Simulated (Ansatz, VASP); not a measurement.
**One calculation of TiSi2, two programs**

```
Ti Si
1.0
     1.66503   -6.84756    0.00000
     1.66503    6.84756    0.00000
     0.00000    0.00000    3.36669
Ti Si
2 4
Direct
  0.89751 0.10249 0.75000
  0.10249 0.89751 0.25000
  0.55998 0.44002 0.75000
  0.44002 0.55998 0.25000
  0.24972 0.75028 0.75000
  0.75028 0.24972 0.25000
```

Change from the starting cell: volume 12.795 Å^3 an atom, stretch along b over the lengths across it, relative to the relaxed cell 1.0835.

Alike in both runs: task single point; functional PBEsol; k mesh 14 × 14 × 12; occupations gaussian, width 0.15 eV; no spin polarisation.

|  | VASP | Ansatz |
| --- | --- | --- |
| version | VASP 6.6.1 | Ansatz 0.2.0 |
| potentials or method | VASP PAW PBE potentials, release 64 (Ti_sv, Si), cutoff 520 eV | scalar-relativistic, plane waves, PAW |
| valence electrons in the cell | 40 | 40 |

Ansatz gave:

* gap on the k mesh at the Fermi level (eV): none
* pressure (GPa): 18.1
* traceless stress, the component that is largest in VASP (GPa): -17.40
* rms of the force components (eV/Å): 0.204

Problem. Estimate VASP's values.

Solution. gap on the k mesh at the Fermi level (eV): none; pressure (GPa): 18.3; traceless stress, the component that is largest in VASP (GPa): -17.48; rms of the force components (eV/Å): 0.204.

VASP's potentials were made for PBE, not for PBEsol, and Ansatz warns of the same on its side. Atom by atom the forces differ by 0.000 eV/Å (rms over components). A gap of «none» marks a metal or a gap that the smearing closes.
